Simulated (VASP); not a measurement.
Set up this calculation in VASP 6.6.1, as the native input.

```
Task                   : single point
Functional             : PBE
Potentials or basis    : VASP PAW PBE potentials, release 64 (Sc_sv, Al)
Cutoff                 : 520 eV
k mesh                 : 6 × 6 × 6
Occupations            : gaussian, width 0.1 eV
Spin                   : no spin polarisation
Dipole correction      : no
Further INCAR settings : ALGO = Normal; EDIFF = 1e-06; NBANDS = 18
```

The structure of ScAl3 lies in POSCAR:

```
ScAl3
1.0
   -2.0404710000      2.9154590600      3.1264595400
    2.0404710000     -2.9154590600      3.1264595400
    2.0404710000      2.9154590600     -3.1264595400
Sc Al
1 3
Direct
    0.5000000000      0.0000000000      0.5000000000
    0.6976541600      0.6976541600      0.0000000000
    0.3023458400      0.3023458400      0.0000000000
    0.0000000000      0.0000000000      0.0000000000
```

These files were run (other wordings do the same):

INCAR

```
SYSTEM = ScAl3
ALGO = Normal
EDIFF = 1E-6
ENCUT = 520
GGA = PE
ISIF = 2
ISMEAR = 0
LASPH = .TRUE.
LCHARG = .TRUE.
LELF = .TRUE.
LREAL = .FALSE.
LVHAR = .TRUE.
LWAVE = .FALSE.
NBANDS = 18
NELM = 80
PREC = Accurate
SIGMA = 0.1
```

KPOINTS

```
k-points
0
G
  6 6 6
  0 0 0
```

Potentials or basis: VASP PAW PBE potentials, release 64 (Sc_sv, Al).

Command:

```sh
$ cat potpaw_PBE.64/Sc_sv/POTCAR potpaw_PBE.64/Al/POTCAR > POTCAR
$ mpirun -np 1 vasp_std > vasp.out
```

It gave:

* Pressure: 45.3 GPa
* Largest force: 7.040 eV/Å
* Band gap on the k mesh: zero (band 10 reaches 7.10 eV, above the bottom of band 11 at 5.06 eV)

Caveat: forces of over 1 eV/Å act on the atoms, so gaps and moduli don't describe the material at rest.

Run time: 25 s on 1 thread of Intel(R) Xeon(R) 6975P-C (Granite Rapids), with other jobs on the host, peak memory 0.23 GiB.
